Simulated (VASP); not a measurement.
Wanted: the native input for a VASP 6.6.1 run.

| Property | Result |
| --- | --- |
| Task | single point |
| Functional | PBE |
| Potentials or basis | VASP PAW PBE potentials, release 64 (Zn, C) |
| Cutoff | 520 eV |
| k mesh | 6 × 6 × 1 |
| Occupations | gaussian, width 0.1 eV |
| Spin | no spin polarisation |
| Dipole correction | yes |
| Further INCAR settings | ALGO = Normal; EDIFF = 1e-06; NBANDS = 21 |

The structure of Zn2C lies in POSCAR:

```
Zn2C
1.0
    2.5353825424      0.0000000000      0.0000000000
   -1.2676912712      2.1957056900      0.0000000000
    0.0000000000      0.0000000000     31.1820664673
Zn C
2 1
Direct
    1.0000000000      1.0000000000      0.3411363898
    0.0000000000      0.0000000000      0.2040487736
    0.0000000000      0.0000000000      0.2725925817
```

The cell was generated, and may not be a known phase.

These files were run (other wordings do the same):

INCAR

```
ALGO = Normal ; DIPOL = 0.5 0.5 0.273
EDIFF = 1E-6 ; ENCUT = 520
GGA = PE ; IDIPOL = 3
ISIF = 2 ; ISMEAR = 0
LASPH = True ; LCHARG = False
LDIPOL = True ; LREAL = False
LWAVE = False ; NBANDS = 21
NELM = 80 ; PREC = Accurate
SIGMA = 0.1
```

KPOINTS

```
k-points
0
Gamma
  6 6 1
```

Potentials or basis: VASP PAW PBE potentials, release 64 (Zn, C).

The run is started by

```sh
$ cat potpaw_PBE.64/Zn/POTCAR potpaw_PBE.64/C/POTCAR > POTCAR
$ mpirun -np 1 vasp_std > vasp.out
```

Results of the run:

The largest force is 0.015 eV/Å and the band gap on the k mesh is zero (bands 14 and 15 overlap by 0.01 eV).

Caveat: the k points lie up to 0.48 Å⁻¹ apart.

Run time: 44 s on 1 thread of Intel(R) Xeon(R) Platinum 8259CL CPU @ 2.50GHz (Skylake/Cascade Lake), with other jobs on the host, peak memory 0.28 GiB.
